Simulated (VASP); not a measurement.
# AlNi: single point with PBEsol

The system is AlNi.

```
Al Ni
1.0
     0.00000   -2.86235    2.86235
    -2.86235    2.86235    0.00000
    -2.86235   -2.86235   -2.86235
Al Ni
3 3
Direct
  0.66667 0.33333 0.16667
  0.33333 0.66667 0.83333
  0.00000 0.00000 0.50000
  0.00000 0.00000 0.00000
  0.66667 0.33333 0.66667
  0.33333 0.66667 0.33333
```

```json
{
  "Program": "VASP 6.6.1",
  "Task": "single point",
  "Functional": "PBEsol",
  "Potentials or basis": "VASP PAW PBE potentials, release 64 (Al, Ni)",
  "Cutoff": "520 eV",
  "k mesh": "12 × 12 × 8",
  "Occupations": "gaussian, width 0.1 eV",
  "Spin": "no spin polarisation",
  "Dipole correction": "no",
  "Further INCAR settings": "ALGO = Fast; EDIFF = 1e-06; NBANDS = 28"
}
```

```json
{
 "Pressure": "-0.2 GPa",
 "Band gap on the k mesh": "zero (an odd number of electrons rules out a gap without spin polarisation)"
}
```

Levels at points of the mesh, in eV from the Fermi level:
```
           k point  band 16  band 17  band 18  band 19  band 20  band 21  band 22  band 23  band 24  band 25
(0.00, 0.00, 0.00)    -1.59    -1.59    -1.59     1.98     1.98     1.98     1.98     4.04     4.04     5.57
(0.50, 0.00, 0.00)    -2.11    -1.91    -1.91    -1.05     0.35     0.35     1.49     2.58     4.50     4.50
(0.00, 0.00, 0.50)    -1.02    -1.02     1.95     1.95     1.95     3.06     3.06     3.06     3.06     3.89
(0.50, 0.00, 0.50)    -1.96    -1.96    -1.50    -0.67     0.50     0.50     2.43     2.43     6.40     6.40
```

It took 4.5 min on 1 thread of Intel(R) Xeon(R) Platinum 8488C (Sapphire Rapids), on a shared host, peak memory 0.33 GiB.

Caveat: the PAW data sets were made with another functional, which shifts forces and pressure a little. Spin polarisation is off, so any magnetic state and its effect on volume and gap are missing.
